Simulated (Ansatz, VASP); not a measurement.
## LiF in VASP and in Ansatz

File POSCAR:

```
LiF
1.0
    0.0000000000      2.0535002244      2.0535002244
    2.0535002244      0.0000000000      2.0535002244
    2.0535002244      2.0535002244      0.0000000000
F Li
1 1
Direct
    0.5000000000      0.5000000000      0.5000000000
    0.0000000000      0.0000000000      0.0000000000
```

File INCAR.step1:

```
ALGO = Normal ; EDIFF = 1E-4
ENCUT = 520 ; GGA = PE
ISMEAR = -1 ; LASPH = True
LCHARG = False ; LREAL = False
LWAVE = True ; NBANDS = 12
NELM = 80 ; PREC = Accurate
SIGMA = 0.05
```

Contents of INCAR.step2:

```
ALGO = Normal ; EDIFF = 1E-6
ENCUT = 520 ; ISIF = 2
ISMEAR = -1 ; ISTART = 1
LASPH = True ; LCHARG = True
LELF = True ; LMIXTAU = True
LREAL = False ; LVHAR = True
LWAVE = False ; METAGGA = R2SCAN
NBANDS = 12 ; NELM = 80
PREC = Accurate ; SIGMA = 0.05
```

Contents of KPOINTS:

```
k-points
0
Gamma
  11 11 11
```

The input input.yaml:

```yaml
crystal:
  lattice:
    - [0.0, 2.0535002244, 2.0535002244]
    - [2.0535002244, 0.0, 2.0535002244]
    - [2.0535002244, 2.0535002244, 0.0]
  atoms:
    - { symbol: F, position: [0.5, 0.5, 0.5] }
    - { symbol: Li, position: [0.0, 0.0, 0.0] }
hamiltonian:
  xc: r2scan
  pseudopotentials: { kind: paw }
kpoints:
  mp_grid: { grid: [11, 11, 11] }
scf:
  occupations: { method: fermi_dirac, width: 0.05 }
output:
  forces: true
  stress: true
  eigenvalues: true
```

Alike in both runs: task single point; functional r2SCAN; k mesh 11 × 11 × 11; occupations fermi-dirac, width 0.05 eV; no spin polarisation.

|  | VASP | Ansatz |
| --- | --- | --- |
| version | VASP 6.6.1 | Ansatz 0.2.0 |
| potentials or method | VASP PAW PBE potentials, release 64 (F, Li_sv) | Ansatz PAW |
| plane-wave cutoff (eV) | 520 | 500 |
| valence electrons in the cell | 10 | 10 |

```csv
,VASP,Ansatz,Ansatz less VASP
gap on the k mesh at the Fermi level (eV),9.73,9.54,-0.190
least direct gap on the mesh (eV),9.73,9.54,-0.190
```

VASP's potentials were made for PBE, not for r2SCAN.

Noted on VASP's run: the cutoff is short for stress, so the pressure is rough. Noted on Ansatz's run: odd divisions of the mesh miss points on the zone boundary, where band edges often lie, so the gap on the mesh can be too wide.
